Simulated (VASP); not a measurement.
Here is a VASP 6.6.1 calculation.

Contents of INCAR:

```
PREC = Accurate
ENCUT = 520
EDIFF = 1E-8
ISMEAR = 0
SIGMA = 0.01
LREAL = F
LASPH = T
NELM = 60
ALGO = Normal
ISIF = 2
LWAVE = F
LCHARG = T
GGA = PE
IBRION = 8
NSW = 1
LEPSILON = T
```

The input KPOINTS:

```
Automatic mesh
0
Gamma
  12 12 12
```

POSCAR

```
GaAs
1.0
    0.0000000000      2.7662473193      2.7662473193
    2.7662473193      0.0000000000      2.7662473193
    2.7662473193      2.7662473193      0.0000000000
Ga As
1 1
Direct
    0.0000000000      0.0000000000      0.0000000000
    0.7500000000      0.7500000000      0.7500000000
```

Potentials or basis: VASP PAW PBE potentials, release 64 (Ga_d, As).

Launch:

```sh
$ cat potpaw_PBE.64/Ga_d/POTCAR potpaw_PBE.64/As/POTCAR > POTCAR
$ mpirun -np 1 vasp_std > vasp.out
```

Predict the electronic dielectric tensor (diagonal).

12.89.

Predict the Born charges (mean of the diagonal).

Ga +2.01; As -2.01 e.

Predict the highest phonon frequency at Γ, LO-TO splitting left out.

290 cm⁻¹.

Phonon frequencies in cm⁻¹ (negative: imaginary):
```tsv
q point	frequencies
(0.000, 0.000, 0.000)	0 0 0 290 290 290
```

Caveat: the cell stands under pressure or tension, which shifts response properties.
